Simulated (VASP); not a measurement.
**ZnSe: single point with LDA**

ZnSe:

```
Zn Se
1.0
     3.86300    0.00000    0.00000
     0.00000    3.86300    0.00000
     0.00000    0.00000    4.62540
Zn Se
2 2
Direct
  0.00000 0.00000 0.00000
  0.50000 0.50000 0.00000
  0.00000 0.50000 0.27970
  0.50000 0.00000 0.72030
```

```
Program                : VASP 6.6.1
Task                   : single point
Functional             : LDA
Potentials or basis    : VASP PAW LDA potentials, release 64 (Zn, Se)
Cutoff                 : 520 eV
k mesh                 : 8 × 8 × 6
Occupations            : gaussian, width 0.05 eV
Spin                   : no spin polarisation
Dipole correction      : no
Further INCAR settings : ALGO = Normal; EDIFF = 1e-06; NBANDS = 26
```

```yaml
Pressure: 21.0 GPa
Largest_force: 2.763 eV/Å
Band_gap_on_the_k_mesh: 0.99 eV, direct
```

Forces on the atoms (eV/Å):
```
Zn   0.000  0.000  0.000
Zn   0.000  0.000  0.000
Se   0.000  0.000  2.763
Se   0.000  0.000 -2.763
```

Stress tensor (GPa, compression positive):
```
21.17  0.00  0.00
 0.00 21.17  0.00
 0.00  0.00 20.75
```

Levels at points of the mesh, in eV from the valence-band top:
```tsv
k point	band 14	band 15	band 16	band 17	band 18	band 19	band 20	band 21	band 22	band 23
(0.00, 0.00, 0.00)	-4.04	-4.04	-0.14	0.00	0.00	0.99	1.93	2.22	5.76	5.76
(0.50, 0.00, 0.00)	-5.14	-2.74	-2.74	-1.84	-1.84	3.28	3.28	6.15	6.15	7.17
(0.50, 0.50, 0.00)	-5.82	-2.95	-2.95	-2.44	-2.44	2.49	2.49	3.44	3.44	11.18
(0.00, 0.00, 0.50)	-3.27	-3.27	-1.92	-1.33	-1.33	1.75	3.58	3.88	5.64	7.42
(0.50, 0.00, 0.50)	-6.65	-1.59	-1.59	-0.61	-0.61	2.21	2.21	5.11	5.11	7.12
(0.50, 0.50, 0.50)	-5.22	-4.50	-4.50	-4.20	-4.20	6.29	6.29	7.08	7.08	9.46
```

It took 96 s on 1 thread of Intel(R) Xeon(R) Platinum 8488C (Sapphire Rapids) (shared host), peak memory 0.21 GiB.

Caveat: forces of over 1 eV/Å act on the atoms, so gaps and moduli don't describe the material at rest. As with any semilocal functional, this LDA gap is likely too small.
